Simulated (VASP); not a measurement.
# CaF2 (gw) (Fm-3m) in VASP: single point with PBE

Aim: the single point of CaF2 (gw) with PBE.

Everything below comes from runs of VASP 6.6.1. Logs are shortened: lines on timing, memory, paths and dates and some standing lists are left out, and cuts for length are marked.

### Step 1. The cell of the first run

The structure is cubic, space group Fm-3m (No. 225). Conventional cell: a = 5.511 Å, b = 5.511 Å, c = 5.511 Å, α = 90.00°, β = 90.00°, γ = 90.00°. Ca (site symmetry m-3m) has 8 F at 2.39 Å within 3.2 Å. Within 3.2 Å of F (site symmetry -43m) lie 4 Ca at 2.39 Å and 6 F at 2.76 Å.

### Step 2. Single point, PBE

The input, INCAR:

```
SYSTEM = CaF2
ALGO = Normal
EDIFF = 1E-6
ENCUT = 600
GGA = PE
GGA_COMPAT = .False.
ISIF = 2
ISMEAR = 0
LASPH = .True.
LCHARG = .False.
LREAL = .False.
LWAVE = .False.
NBANDS = 19
NELM = 120
PREC = Accurate
SIGMA = 0.01
```

The input, KPOINTS:

```
k-points
0
Gamma
  4 4 4
  0 0 0
```

The input, POSCAR:

```
CaF2
1.0
    0.0000000000      2.7555274093      2.7555274093
    2.7555274093      0.0000000000      2.7555274093
    2.7555274093      2.7555274093      0.0000000000
Ca F
1 2
Direct
    0.0000000000      0.0000000000      0.0000000000
    0.7500000000      0.7500000000      0.7500000000
    0.2500000000      0.2500000000      0.2500000000
```

Potentials or basis: VASP PAW PBE potentials, release 64 (Ca_sv, F).

Run with:

```
cat potpaw_PBE.64/Ca_sv/POTCAR potpaw_PBE.64/F/POTCAR > POTCAR
mpirun -np 1 vasp_std > vasp.out
```

OUTCAR:

```text
SYSTEM = CaF2
   EDIFF = 1E-6
   ENCUT = 600
   GGA = PE
   ISIF = 2
   ISMEAR = 0
   LASPH = .True.
   LREAL = .False.
   NELM = 120
   PREC = Accurate

 ion  position               nearest neighbor table
   1  0.000  0.000  0.000-   2 2.39   2 2.39   2 2.39   3 2.39   3 2.39   3 2.39   3 2.39   2 2.39

   2  0.750  0.750  0.750-   1 2.39   1 2.39   1 2.39   1 2.39
   3  0.250  0.250  0.250-   1 2.39   1 2.39   1 2.39   1 2.39

  LATTYP: Found a face centered cubic cell.
 ALAT       =     5.5110548186

  Lattice vectors:

 A1 = (   0.0000000000,   2.7555274093,   2.7555274093)
 A2 = (   2.7555274093,   0.0000000000,   2.7555274093)
 A3 = (   2.7555274093,   2.7555274093,   0.0000000000)

Analysis of symmetry for initial positions (statically):
=====================================================================
 Subroutine PRICEL returns:
 Original cell was already a primitive cell.

 Routine SETGRP: Setting up the symmetry group for a
 face centered cubic supercell.

 Subroutine GETGRP returns: Found 48 space group operations
 (whereof 48 operations were pure point group operations)
 out of a pool of 48 trial point group operations.

The static configuration has the point symmetry O_h .

Analysis of symmetry for dynamics (positions and initial velocities):
=====================================================================
 Subroutine PRICEL returns:
 Original cell was already a primitive cell.

 Routine SETGRP: Setting up the symmetry group for a
 face centered cubic supercell.

 Subroutine GETGRP returns: Found 48 space group operations
 (whereof 48 operations were pure point group operations)
 out of a pool of 48 trial point group operations.

The dynamic configuration has the point symmetry O_h .

 Subroutine INISYM returns: Found 48 space group operations
 (whereof 48 operations are pure point group operations),
 and found     1 'primitive' translations

----------------------------------------------------------------------------------------

                                     Primitive cell

  volume of cell :      41.8451

  direct lattice vectors                    reciprocal lattice vectors
     0.000000000  2.755527409  2.755527409    -0.181453466  0.181453466  0.181453466
     2.755527409  0.000000000  2.755527409     0.181453466 -0.181453466  0.181453466
     2.755527409  2.755527409  0.000000000     0.181453466  0.181453466 -0.181453466
[... 66 lines left out ...]
   LASPH  =      T    aspherical Exc in radial PAW
   ENCUT  =  600.0 eV  44.10 Ry    6.64 a.u.   7.78  7.78  7.78*2*pi/ulx,y,z
   NELM   =    120;   NELMIN=  2; NELMDL= -5     # of ELM steps
   EDIFF  = 0.1E-05   stopping-criterion for ELM
   LREAL  =      F    real-space projection
   EDIFFG = 0.1E-04   stopping-criterion for IOM
   NSW    =      0    number of steps for IOM
   IBRION =     -1    ionic relax: 0-MD 1-quasi-New 2-CG
   NFREE  =      0    steps in history (QN), initial steepest desc. (CG)
   ISIF   =      2    stress and relaxation
   ISYM   =      2    0-nonsym 1-usesym 2-fastsym
   POTIM  = 0.5000    time-step for ionic-motion
   TEBEG  =    0.0;   TEEND  =   0.0 temperature during run
   PSTRESS=    0.0 pullay stress
   NELECT =      24.0000    total number of electrons
   NUPDOWN=      -1.0000    fix difference up-down
   EMIN   =  10.00;   EMAX   =-10.00  energy-range for DOS
   EFERMI =   0.00;   METHOD = LEGACY
   ISMEAR =     0;   SIGMA  =   0.01  broadening in eV -4-tet -1-fermi 0-gaus
   EFERMI_NEDOS =   21; number of points for ismear=-14 and -15
   IALGO  =     38    algorithm
   IMIX   =      4    mixing-type and parameters
     AMIX     =   0.40;   BMIX     =  1.00
     AMIX_MAG =   1.60;   BMIX_MAG =  1.00
  volume/ion in A,a.u.               =      13.95        94.13
  Fermi-wavevector in a.u.,A,eV,Ry     =   1.360182  2.570372 25.172090  1.850096
  Thomas-Fermi vector in A             =   2.486867
   LORBIT       =      0    0 simple, 1 ext, 2 COOP (PROOUT), +10 PAW based schemes
   GGA     = PE    functional components
   LHFCALC =     F    Hartree Fock is set to
   AEXX    =    0.0000 exact exchange contribution
   IVDW    =     0    specifies the selected vdW correction
   LEPSILON=     F    determine dielectric tensor
   LRPA    =     F    only Hartree local field effects (RPA)
 non-spin polarized calculation
 Gauss-broadening in eV      SIGMA  =   0.01
  energy-cutoff  :      600.00
  volume of cell :       41.85
 maximum number of plane-waves:      1411
   NGX = 15   NGY = 15   NGZ = 15

 number of electron      24.0000003 magnetization

 Free energy of the ion-electron system (eV)
  ---------------------------------------------------
  ext. energy  EPLUGINS =         0.00000000
  ---------------------------------------------------
  free energy    TOTEN  =       -17.34445730 eV

  energy without entropy =      -17.34445730  energy(sigma->0) =      -17.34445730

 E-fermi :  -1.0351     XC(G=0):  -9.4989

 val. band max:       -1.1124945349   @ k =   0.5000   0.5000   0.0000
 cond. band min:       6.0102521459   @ k =   0.0000   0.0000   0.0000
 fundamental gap:      7.1227466809
 Fermi energy:        -1.0351148709

 k-point     1 :       0.0000    0.0000    0.0000
  band No.  band energies     occupation
      1     -37.2667      2.00000
      2     -20.9822      2.00000
      3     -20.2511      2.00000
      4     -18.2057      2.00000
      5     -18.2057      2.00000
      6     -18.2057      2.00000
[... 153 lines left out ...]
      6     -17.8859      2.00000
[... 11 lines left out ...]
     18      13.1135      0.00000
     19      14.1690      0.00000

------------------------ aborting loop because EDIFF is reached ----------------------------------------

  FORCE on cell =-STRESS in cart. coord.  units (eV):
  Direction    XX          YY          ZZ          XY          YZ          ZX
  --------------------------------------------------------------------------------------
  -------------------------------------------------------------------------------------
  Total        0.0479565      0.0479565      0.0479565     -0.0000000      0.0000000     -0.0000000
  in kB        1.8361733      1.8361733      1.8361733     -0.0000000      0.0000000     -0.0000000
  external PRESSURE =       1.8361733 kB  Pullay stress =       0.0000000 kB

 VOLUME and BASIS-vectors are now :
 -----------------------------------------------------------------------------
  energy-cutoff  :      600.00
  volume of cell :       41.85
      direct lattice vectors                 reciprocal lattice vectors
     0.000000000  2.755527409  2.755527409    -0.181453466  0.181453466  0.181453466
     2.755527409  0.000000000  2.755527409     0.181453466 -0.181453466  0.181453466
     2.755527409  2.755527409  0.000000000     0.181453466  0.181453466 -0.181453466

 POSITION                                       TOTAL-FORCE (eV/Angst)
 -----------------------------------------------------------------------------------
      0.00000      0.00000      0.00000        -0.000000     -0.000000     -0.000000
      4.13329      4.13329      4.13329         0.000000      0.000000      0.000000
      1.37776      1.37776      1.37776         0.000000      0.000000     -0.000000
 -----------------------------------------------------------------------------------
    total drift:                                0.000000     -0.000000      0.000000

  FREE ENERGIE OF THE ION-ELECTRON SYSTEM (eV)
  ---------------------------------------------------
  free  energy   TOTEN  =       -17.3444572975 eV

  energy  without entropy=      -17.3444572975  energy(sigma->0) =      -17.34445730
```

OSZICAR:

```text
N       E                     dE             d eps       ncg     rms          rms(c)
DAV:   1     0.231203239799E+03    0.23120E+03   -0.14494E+04   304   0.142E+03
DAV:   2    -0.649478418726E+01   -0.23770E+03   -0.23361E+03   376   0.362E+02
DAV:   3    -0.181723082831E+02   -0.11678E+02   -0.11646E+02   350   0.830E+01
DAV:   4    -0.186474909729E+02   -0.47518E+00   -0.47431E+00   489   0.124E+01
DAV:   5    -0.186513362190E+02   -0.38452E-02   -0.38451E-02   359   0.123E+00    0.802E+00
DAV:   6    -0.173232149271E+02    0.13281E+01   -0.56325E+00   325   0.161E+01    0.304E+00
DAV:   7    -0.173215617476E+02    0.16532E-02   -0.11279E-01   354   0.340E+00    0.174E+00
DAV:   8    -0.173411758940E+02   -0.19614E-01   -0.41243E-02   321   0.223E+00    0.223E-01
DAV:   9    -0.173434531716E+02   -0.22773E-02   -0.66304E-03   377   0.596E-01    0.125E-01
DAV:  10    -0.173444403960E+02   -0.98722E-03   -0.16521E-03   316   0.315E-01    0.214E-02
DAV:  11    -0.173444540734E+02   -0.13677E-04   -0.85315E-05   348   0.782E-02    0.119E-02
DAV:  12    -0.173444572112E+02   -0.31377E-05   -0.13484E-05   368   0.368E-02    0.290E-03
DAV:  13    -0.173444572975E+02   -0.86302E-07   -0.38195E-06   342   0.164E-02
   1 F= -.17344457E+02 E0= -.17344457E+02  d E =-.262118E-29
```

Run time: 6.5 s. Hardware: 1 thread of AMD EPYC 9R45 (Zen 5), shared host; peak memory 0.14 GiB.

Results:

| Quantity | Value |
| --- | --- |
| Free energy | -17.3445 eV |
| Pressure | 0.2 GPa |
| Band gap on the k mesh | 7.12 eV, indirect (least direct gap 7.37 eV) |

Caveat: the k points lie up to 0.49 Å⁻¹ apart. A k mesh can miss the band edges.
